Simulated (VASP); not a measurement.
AlIn2As3:

```
Al In As
1.0
    -2.09500    2.09500    8.88000
     2.09500   -2.09500    8.88000
     2.09500    2.09500   -8.88000
Al In As
1 2 3
Direct
  0.00000 0.00000 0.00000
  0.66670 0.66670 0.00000
  0.33330 0.33330 0.00000
  0.41670 0.91670 0.50000
  0.08330 0.58330 0.50000
  0.75000 0.25000 0.50000
```

```yaml
Program: VASP 6.6.1
Task: relaxation of cell and atoms
Functional: PBE
Potentials_or_basis: VASP PAW PBE potentials, release 64 (Al, In_d, As)
Cutoff: 500 eV
k_mesh: 5 × 5 × 5
Occupations: gaussian, width 0.2 eV
Spin: no spin polarisation
```

At the start: pressure 4.0 GPa; volume 25.98 Å³/atom.

Problem. How do energy, volume and symmetry change on relaxing?

Solution. Over 8 steps the energy falls by 55.3 meV/atom and the volume is 27.50 Å³/atom (+5.8 %); space group I-4m2 (No. 119, to 0.1 Å) before and after.

Step by step:
```
step  energy change (eV)  largest force (eV/Å)  pressure (GPa)  volume (Å³)
   1              0.0000                1.4249            3.98       155.90
   2             -0.2195                0.5289           -1.62       170.90
   3             -0.2258                0.6439           -0.93       168.53
   4             -0.2828                0.3770           -0.50       166.67
   5             -0.3190                0.3636            0.40       163.41
   6             -0.3193                0.3603            0.32       163.68
   7             -0.3315                0.0944           -0.06       164.73
   8             -0.3320                0.0283           -0.15       165.01
```

Final structure:
```
CELL_PARAMETERS angstrom
-2.13672 2.13672 9.03543
2.13672 -2.13672 9.03543
2.13672 2.13672 -9.03543
ATOMIC_POSITIONS crystal
Al 0.00000 0.00000 0.00000
In 0.66256 0.66256 0.00000
In 0.33744 0.33744 0.00000
As 0.42613 0.92613 0.50000
As 0.07387 0.57387 0.50000
As 0.75000 0.25000 0.50000
```
